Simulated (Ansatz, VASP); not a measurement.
## One calculation of LiF, two programs

File INCAR:

```
SYSTEM = LiF
  PREC = Accurate
  ENCUT = 520
  EDIFF = 1E-6
  ISMEAR = 0
  SIGMA = 0.05
  LREAL = .FALSE.
  LASPH = .TRUE.
  NELM = 60
  ALGO = Normal
  ISIF = 2
  LWAVE = .FALSE.
  LCHARG = .FALSE.
  GGA = PE
  NBANDS = 18
```

Contents of KPOINTS:

```
Automatic mesh
0
G
  9 9 6
  0 0 0
```

Contents of POSCAR:

```
LiF
1.0
    3.0563418569      0.0000000000      0.0000000000
   -1.5281709284      2.6468696908      0.0000000000
    0.0000000000      0.0000000000      4.5123831176
Li F
2 2
Direct
    0.3333333333      0.6666666667      0.3810713234
    0.6666666667      0.3333333333      0.8810713234
    0.3333333333      0.6666666667      0.9939266766
    0.6666666667      0.3333333333      0.4939266766
```

Input for Ansatz:

```yaml
crystal:
  lattice:
    - [3.0563418569, 0.0, 0.0]
    - [-1.5281709284, 2.6468696908, 0.0]
    - [0.0, 0.0, 4.5123831176]
  atoms:
    - { symbol: Li, position: [0.3333333333, 0.6666666667, 0.3810713234] }
    - { symbol: Li, position: [0.6666666667, 0.3333333333, 0.8810713234] }
    - { symbol: F, position: [0.3333333333, 0.6666666667, 0.9939266766] }
    - { symbol: F, position: [0.6666666667, 0.3333333333, 0.4939266766] }
basis:
  ecutwfc: 520.0
kpoints:
  mp_grid: { grid: [9, 9, 6] }
hamiltonian:
  xc: pbe
scf:
  occupations: { method: gaussian, width: 0.05 }
output:
  forces: true
  stress: true
  eigenvalues: true
```

Alike in both runs: task single point; functional PBE; k mesh 9 × 9 × 6; occupations gaussian, width 0.05 eV; no spin polarisation.

```csv
,VASP,Ansatz
version,VASP 6.6.1,Ansatz 0.2.0
potentials or method,"VASP PAW PBE potentials, release 64 (Li_sv, F), cutoff 520 eV","scalar-relativistic, plane waves, PAW"
valence electrons in the cell,20,20
```

VASP gave:

```
gap on the k mesh at the Fermi level (eV) : 8.20
least direct gap on the mesh (eV)         : 8.20
rms of the force components (eV/Å)        : 0.255
```

Problem. Which values does Ansatz return?

Solution. gap on the k mesh at the Fermi level (eV): 8.22; least direct gap on the mesh (eV): 8.22; rms of the force components (eV/Å): 0.242.

Atom by atom the forces differ by 0.013 eV/Å (rms over components).

Noted on VASP's run: the cutoff is short for stress, so the pressure is rough.
